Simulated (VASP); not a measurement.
Here is a VASP 6.6.1 calculation.

The input INCAR:

```
  PREC = Accurate
  ENCUT = 750
  EDIFF = 1E-7
  ISMEAR = -1
  SIGMA = 0.01
  LREAL = F
  LASPH = T
  NELM = 120
  ALGO = Normal
  ISIF = 8
  LWAVE = F
  LCHARG = F
  IBRION = 2
  NSW = 80
  EDIFFG = -0.02
  GGA_COMPAT = F
  NELMIN = 4
```

The input KPOINTS:

```
Automatic mesh
0
Gamma
  7 7 7
```

POSCAR

```
LiBr
1.0
    0.0000000000      2.7506500000      2.7506500000
    2.7506500000      0.0000000000      2.7506500000
    2.7506500000      2.7506500000      0.0000000000
Li Br
1 1
Direct
    0.0000000000      0.0000000000      0.0000000000
    0.5000000000      0.5000000000      0.5000000000
```

Potentials or basis: VASP PAW LDA potentials, release 64 (Li_sv, Br).

Launch:

```sh
$ cat potpaw_LDA.64/Li_sv/POTCAR potpaw_LDA.64/Br/POTCAR > POTCAR
$ mpirun -np 1 vasp_std > vasp.out
```

Task: What does it give for the relaxed volume?

Result: 18.80 Å³/atom.

Task: Estimate the band gap on the k mesh.

Result: 5.14 eV.

Task: Predict the relaxed cell.

Result: a = 3.761 Å, b = 3.761 Å, c = 3.761 Å, α = 60.00°, β = 60.00°, γ = 60.00°.

Task: What does it give for the space group after relaxing (to 0.1 Å)?

Result: Fm-3m (No. 225).

Step by step:
| step | energy change (eV) | largest force (eV/Å) | pressure (GPa) | volume (Å³) |
| --- | --- | --- | --- | --- |
| 1 | 0.0000 | 0.0000 | -2.83 | 41.62 |
| 2 | -0.0303 | 0.0000 | -1.57 | 39.45 |
| 3 | -0.0406 | 0.0000 | -0.16 | 37.61 |

Caveat: an odd mesh through Γ misses points on the zone boundary, where band edges can lie.
